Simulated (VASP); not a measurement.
Hg, 2 atoms in the cell. It takes space group I4_1/amd (No. 141, tetragonal). Conventional cell: a = 4.962 Å, b = 4.962 Å, c = 2.588 Å, α = 90.00°, β = 90.00°, γ = 90.00°. Within 3.4 Å of Hg (site symmetry -4m2) lie 10 Hg at 2.56 to 3.15 Å. 

- Program: VASP 6.6.1
- Task: single point
- Functional: PBE
- Potentials or basis: VASP PAW PBE potentials, release 64 (Hg)
- Cutoff: 520 eV
- k mesh: 14 × 14 × 14
- Occupations: fermi-dirac, width 0.1 eV
- Spin: no spin polarisation
- Dipole correction: no
- Further INCAR settings: ALGO = Normal; EDIFF = 1e-06; NBANDS = 19

Potentials or basis: VASP PAW PBE potentials, release 64 (Hg).

Command:

```sh
$ cat potpaw_PBE.64/Hg/POTCAR > POTCAR
$ mpirun -np 1 vasp_std > vasp.out
```

Hardware: 1 thread of Intel(R) Xeon(R) 6975P-C (Granite Rapids), with other jobs on the host.

Task: Estimate the wall time of this run.

Result: It took 46 s on 1 thread of Intel(R) Xeon(R) 6975P-C (Granite Rapids), on a shared host, peak memory 0.24 GiB. Counts: scf iterations 11, k points 244.
